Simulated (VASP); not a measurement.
# TaMo4 (C2/m) in VASP: single point with PBE

Aim: the single point of TaMo4 with PBE.

All numbers are computed with VASP 6.6.1; they aren't measurements. Logs are shortened: lines on timing, memory, paths and dates and some standing lists are left out, and cuts for length are marked.

### Step 1. The cell of the first run

It takes space group C2/m (No. 12, monoclinic). The conventional cell has a = 13.126 Å, b = 4.483 Å, c = 2.779 Å, α = 90.00°, β = 97.81°, γ = 90.00°. Within 3.7 Å of Ta (site symmetry 2/m) lie 12 Mo at 2.77 to 3.20 Å and 2 Ta at 2.78 Å. Mo (site symmetry m) has 10 Mo at 2.72 to 3.25 Å and 4 Ta at 2.77 to 3.18 Å within 3.6 Å. Mo (site symmetry m) has 12 Mo at 2.72 to 3.19 Å and 2 Ta at 2.77 to 3.20 Å within 3.6 Å.

### Step 2. Single point, PBE, collinear spin, ferromagnetic start

INCAR reads:

```
PREC = Accurate ; ENCUT = 520
EDIFF = 1E-6 ; ISMEAR = 0
SIGMA = 0.1 ; LREAL = False
LASPH = True ; NELM = 150
ALGO = Normal ; ISIF = 2
LWAVE = False ; LCHARG = False
ISPIN = 2 ; MAGMOM = 0 1 1 1 1
LORBIT = 11 ; LMAXMIX = 4
GGA = PE ; NBANDS = 46
```

KPOINTS reads:

```
Automatic mesh
0
Gamma
  4 4 6
```

POSCAR reads:

```
TaMo4
1.0
    6.5628240767     -2.2413611241      0.0000000000
    6.5628240767      2.2413611241      0.0000000000
   -0.3778132204      0.0000000000      2.7528998565
Ta Mo
1 4
Direct
    0.0000000000      0.0000000000      0.5000000000
    0.3981501711      0.3981501711      0.0942907075
    0.6018498289      0.6018498289      0.9057092925
    0.7989475914      0.7989475914      0.7038540193
    0.2010524086      0.2010524086      0.2961459807
```

Potentials or basis: VASP PAW PBE potentials, release 64 (Ta_pv, Mo_sv).

Command:

```bash
$ cat potpaw_PBE.64/Ta_pv/POTCAR potpaw_PBE.64/Mo_sv/POTCAR > POTCAR
$ mpirun -np 1 vasp_std > vasp.out
```

OUTCAR:

```text
PREC = Accurate
   ENCUT = 520
   EDIFF = 1E-6
   ISMEAR = 0
   LREAL = False
   LASPH = True
   NELM = 150
   ISIF = 2
   ISPIN = 2
   LORBIT = 11
   GGA = PE

 ion  position               nearest neighbor table
   1  0.000  0.000  0.500-   3 2.77   3 2.77   2 2.77   2 2.77   4 2.77   5 2.77   2 3.18   3 3.18
                             2 3.18   3 3.18   5 3.20   4 3.20
   2  0.398  0.398  0.094-   5 2.72   4 2.74   4 2.74   1 2.77   1 2.77   3 2.79   5 3.17   1 3.18
                             1 3.18   4 3.19   4 3.19   3 3.25
   3  0.602  0.602  0.906-   4 2.72   5 2.74   5 2.74   1 2.77   1 2.77   2 2.79   4 3.17   1 3.18
                             1 3.18   5 3.19   5 3.19   2 3.25
   4  0.799  0.799  0.704-   3 2.72   2 2.74   2 2.74   5 2.75   5 2.75   1 2.77   5 3.16   5 3.16
                             3 3.17   2 3.19   2 3.19   1 3.20
   5  0.201  0.201  0.296-   2 2.72   3 2.74   3 2.74   4 2.75   4 2.75   1 2.77   4 3.16   4 3.16
                             2 3.17   3 3.19   3 3.19   1 3.20

  LATTYP: Found a base centered monoclinic cell.
 ALAT       =    13.1256481534
 B/A-ratio  =     0.3415238772
 C/A-ratio  =     0.2117003886
 COS(beta)  =    -0.1359673825

  Lattice vectors:

 A1 = (   6.5628240767,  -2.2413611241,   0.0000000000)
 A2 = (   6.5628240767,   2.2413611241,   0.0000000000)
 A3 = (  -0.3778132204,   0.0000000000,   2.7528998565)

Analysis of symmetry for initial positions (statically):
=====================================================================
 Subroutine PRICEL returns:
 Original cell was already a primitive cell.

 Routine SETGRP: Setting up the symmetry group for a
 base centered monoclinic supercell.

 Subroutine GETGRP returns: Found  4 space group operations
 (whereof  4 operations were pure point group operations)
 out of a pool of  4 trial point group operations.

The static configuration has the point symmetry C_2h.

Analysis of symmetry for dynamics (positions and initial velocities):
=====================================================================
 Subroutine PRICEL returns:
 Original cell was already a primitive cell.

 Routine SETGRP: Setting up the symmetry group for a
 base centered monoclinic supercell.

 Subroutine GETGRP returns: Found  4 space group operations
 (whereof  4 operations were pure point group operations)
 out of a pool of  4 trial point group operations.

The dynamic configuration has the point symmetry C_2h.

Analysis of structural, dynamic, and magnetic symmetry:
=====================================================================
 Subroutine PRICEL returns:
 Original cell was already a primitive cell.

 Routine SETGRP: Setting up the symmetry group for a
 base centered monoclinic supercell.

 Subroutine GETGRP returns: Found  4 space group operations
 (whereof  4 operations were pure point group operations)
 out of a pool of  4 trial point group operations.

The overall configuration has the point symmetry C_2h.

 Subroutine INISYM returns: Found  4 space group operations
 (whereof  4 operations are pure point group operations),
 and found     1 'primitive' translations

----------------------------------------------------------------------------------------

                                     Primitive cell

  volume of cell :      80.9884

  direct lattice vectors                    reciprocal lattice vectors
     6.562824077 -2.241361124  0.000000000     0.076186714 -0.223078733  0.010456010
     6.562824077  2.241361124  0.000000000     0.076186714  0.223078733  0.010456010
    -0.377813220  0.000000000  2.752899857     0.000000000  0.000000000  0.363253315

  length of vectors
     6.935009701  6.935009701  2.778704815     0.235961575  0.235961575  0.363253315

  position of ions in fractional coordinates (direct lattice)
     1.000000000  1.000000000  0.500000000
     0.398150171  0.398150171  0.094290708
     0.601849829  0.601849829  0.905709292
     0.798947591  0.798947591  0.703854019
     0.201052409  0.201052409  0.296145981

  ion indices of the primitive-cell ions
   primitive index   ion index
                 1           1
                 2           2
                 3           3
                 4           4
                 5           5

[... 50 lines left out ...]
  0.500000  0.250000  0.333333      4.000000
 -0.250000  0.250000  0.333333      4.000000
 [... further k-points ...]
   k-points           NKPTS =     34   k-points in BZ     NKDIM =     34   number of bands    NBANDS=     46
   number of dos      NEDOS =    301   number of ions     NIONS =      5
   total plane-waves  NPLWV =  69984
   dimension x,y,z NGX =    54 NGY =   54 NGZ =   24
   dimension x,y,z NGXF=   108 NGYF=  108 NGZF=   48
   ions per type =               1   4
   NGX,Y,Z   is equivalent  to a cutoff of  12.94, 12.94, 14.36 a.u.
   NGXF,Y,Z  is equivalent  to a cutoff of  25.89, 25.89, 28.72 a.u.
 SYSTEM =  unknown system
   PREC   = accura    normal or accurate (medium, high low for compatibility)
   ISTART =      0    job   : 0-new  1-cont  2-samecut
   ICHARG =      2    charge: 1-file 2-atom 10-const
   ISPIN  =      2    spin polarized calculation?
   LNONCOLLINEAR =      F non collinear calculations
   LSORBIT =      F    spin-orbit coupling
   LASPH  =      T    aspherical Exc in radial PAW
   ENCUT  =  520.0 eV  38.22 Ry    6.18 a.u.  12.89 12.89  5.17*2*pi/ulx,y,z
   NELM   =    150;   NELMIN=  2; NELMDL= -5     # of ELM steps
   EDIFF  = 0.1E-05   stopping-criterion for ELM
   LREAL  =      F    real-space projection
   EDIFFG = 0.1E-04   stopping-criterion for IOM
   NSW    =      0    number of steps for IOM
   IBRION =     -1    ionic relax: 0-MD 1-quasi-New 2-CG
   NFREE  =      0    steps in history (QN), initial steepest desc. (CG)
   ISIF   =      2    stress and relaxation
   ISYM   =      2    0-nonsym 1-usesym 2-fastsym
   POTIM  = 0.5000    time-step for ionic-motion
   TEBEG  =    0.0;   TEEND  =   0.0 temperature during run
   PSTRESS=    0.0 pullay stress
   NELECT =      67.0000    total number of electrons
   NUPDOWN=      -1.0000    fix difference up-down
   EMIN   =  10.00;   EMAX   =-10.00  energy-range for DOS
   EFERMI =   0.00;   METHOD = LEGACY
   ISMEAR =     0;   SIGMA  =   0.10  broadening in eV -4-tet -1-fermi 0-gaus
   EFERMI_NEDOS =   21; number of points for ismear=-14 and -15
   IALGO  =     38    algorithm
   IMIX   =      4    mixing-type and parameters
     AMIX     =   0.40;   BMIX     =  1.00
     AMIX_MAG =   1.60;   BMIX_MAG =  1.00
  volume/ion in A,a.u.               =      16.20       109.31
  Fermi-wavevector in a.u.,A,eV,Ry     =   1.536829  2.904185 32.134813  2.361842
  Thomas-Fermi vector in A             =   2.643423
   LORBIT       =     11    0 simple, 1 ext, 2 COOP (PROOUT), +10 PAW based schemes
   GGA     = PE    functional components
   LHFCALC =     F    Hartree Fock is set to
   AEXX    =    0.0000 exact exchange contribution
   IVDW    =     0    specifies the selected vdW correction
   LEPSILON=     F    determine dielectric tensor
   LRPA    =     F    only Hartree local field effects (RPA)
 spin polarized calculation
 Gauss-broadening in eV      SIGMA  =   0.10
  energy-cutoff  :      520.00
  volume of cell :       80.99
 maximum number of plane-waves:      2198
 NGX is ok and might be reduce to    54
   NGX = 25   NGY = 25   NGZ = 11

 number of electron      67.0000002 magnetization      -0.0020492

 number of electron      67.0000002 magnetization       0.0001406

 Free energy of the ion-electron system (eV)
  ---------------------------------------------------
  ext. energy  EPLUGINS =         0.00000000
  ---------------------------------------------------
  free energy    TOTEN  =       -55.96558561 eV

  energy without entropy =      -55.95400514  energy(sigma->0) =      -55.95979538

 E-fermi :  10.8033     XC(G=0): -13.1896

 val. band max:       10.7692140874   @ k =  -0.2500  -0.2500   0.1667
 cond. band min:      10.8034158531   @ k =   0.2500   0.0000   0.0000
 fundamental gap:      0.0342017657
 Fermi energy:        10.8033339631

 spin component 1

 k-point     1 :       0.0000    0.0000    0.0000
  band No.  band energies     occupation
      1     -50.1870      1.00000
      2     -50.0262      1.00000
      3     -49.9774      1.00000
      4     -49.9672      1.00000
      5     -24.7101      1.00000
      6     -24.4785      1.00000
[... 1141 lines left out ...]
     44      14.7173      0.00000
     45      14.9865      0.00000

 [... further k-points ...]

 spin component 2

 k-point     1 :       0.0000    0.0000    0.0000
  band No.  band energies     occupation
      1     -50.1870      1.00000
      2     -50.0262      1.00000
      3     -49.9774      1.00000
      4     -49.9672      1.00000
      5     -24.7101      1.00000
      6     -24.4785      1.00000
[... 1141 lines left out ...]
     44      14.7173      0.00000
     45      14.9865      0.00000

 [... further k-points ...]

 [bands above 45 left out]

------------------------ aborting loop because EDIFF is reached ----------------------------------------

  FORCE on cell =-STRESS in cart. coord.  units (eV):
  Direction    XX          YY          ZZ          XY          YZ          ZX
  --------------------------------------------------------------------------------------
  -------------------------------------------------------------------------------------
  Total        0.5258591      0.0521987      0.8602650      0.0000000      0.0000000     -0.2412237
  in kB       10.4029610      1.0326362     17.0184434      0.0000000      0.0000000     -4.7720791
  external PRESSURE =       9.4846802 kB  Pullay stress =       0.0000000 kB

 VOLUME and BASIS-vectors are now :
 -----------------------------------------------------------------------------
  energy-cutoff  :      520.00
  volume of cell :       80.99
      direct lattice vectors                 reciprocal lattice vectors
     6.562824077 -2.241361124  0.000000000     0.076186714 -0.223078733  0.010456010
     6.562824077  2.241361124  0.000000000     0.076186714  0.223078733  0.010456010
    -0.377813220  0.000000000  2.752899857     0.000000000  0.000000000  0.363253315

 POSITION                                       TOTAL-FORCE (eV/Angst)
 -----------------------------------------------------------------------------------
     -0.18891      0.00000      1.37645         0.000000      0.000000      0.000000
      5.19035      0.00000      0.25957         0.078439      0.000000     -0.029239
      7.55748      0.00000      2.49333        -0.078439      0.000000      0.029239
     10.22078      0.00000      1.93764        -0.010674      0.000000     -0.013994
      2.52706      0.00000      0.81526         0.010674      0.000000      0.013994
 -----------------------------------------------------------------------------------
    total drift:                                0.000000     -0.000000      0.000000

  FREE ENERGIE OF THE ION-ELECTRON SYSTEM (eV)
  ---------------------------------------------------
  free  energy   TOTEN  =       -55.9655856106 eV

  energy  without entropy=      -55.9540051432  energy(sigma->0) =      -55.95979538

 total charge

# of ion       s       p       d       tot
------------------------------------------
    1        0.388   6.205   2.394   8.987
    2        2.373   6.196   3.900  12.469
    3        2.373   6.196   3.900  12.469
    4        2.375   6.198   3.890  12.462
    5        2.375   6.198   3.890  12.462
--------------------------------------------------
tot          9.883  30.992  17.974  58.849

 magnetization (x)

# of ion       s       p       d       tot
------------------------------------------
    1       -0.000   0.000  -0.000  -0.000
    2        0.000   0.000  -0.000  -0.000
    3        0.000   0.000  -0.000  -0.000
    4        0.000   0.000   0.000   0.000
    5        0.000   0.000   0.000   0.000
--------------------------------------------------
tot          0.000   0.000   0.000   0.000
```

It used 930 s of CPU time on 1 thread of AMD EPYC 7R13 Processor (Zen 3), on a shared host.

Results:

```yaml
Free_energy: -55.9656 eV
Pressure: 0.9 GPa
Largest_force: 0.084 eV/Å
Net_moment: 0.00 μB per cell
Valence_electrons_inside_the_program's_atomic_spheres: Ta 8.99; Mo 12.47, 12.46
```

Forces on the atoms (eV/Å):
```
Ta   0.000  0.000  0.000
Mo   0.078  0.000 -0.029
Mo  -0.078  0.000  0.029
Mo  -0.011  0.000 -0.014
Mo   0.011  0.000  0.014
```

Stress tensor (GPa, compression positive):
```
 1.04  0.00 -0.48
 0.00  0.10  0.00
-0.48  0.00  1.70
```

Caveat: the k points lie up to 0.38 Å⁻¹ apart; spin-orbit coupling is left out, which moves the levels of the heavy elements.
